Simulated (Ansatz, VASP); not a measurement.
## Ir in VASP and in Ansatz

```
Ir
1.0
     0.00000    1.98637    1.98637
     1.98637    0.00000    1.98637
     1.98637    1.98637    0.00000
Ir
1
Direct
  0.00000 0.00000 0.00000
```

Alike in both runs: task single point; functional PBE; k mesh 23 × 23 × 23; occupations fermi-dirac, width 0.1 eV; no spin polarisation.

|  | VASP | Ansatz |
| --- | --- | --- |
| version | VASP 6.6.1 | Ansatz 0.2.0 |
| potentials or method | VASP PAW PBE potentials, release 64 (Ir), cutoff 520 eV | plane waves (420 eV) with PAW, scalar-relativistic |
| valence electrons in the cell | 9 | 17 |

```csv
,VASP,Ansatz,Ansatz less VASP
pressure (GPa),-21.7,-22.0,-0.29
```

VASP's potentials hold 9 valence electrons a cell and Ansatz's 17, so a difference there can come from the potentials and not from the codes.

Spin-orbit coupling is off throughout.
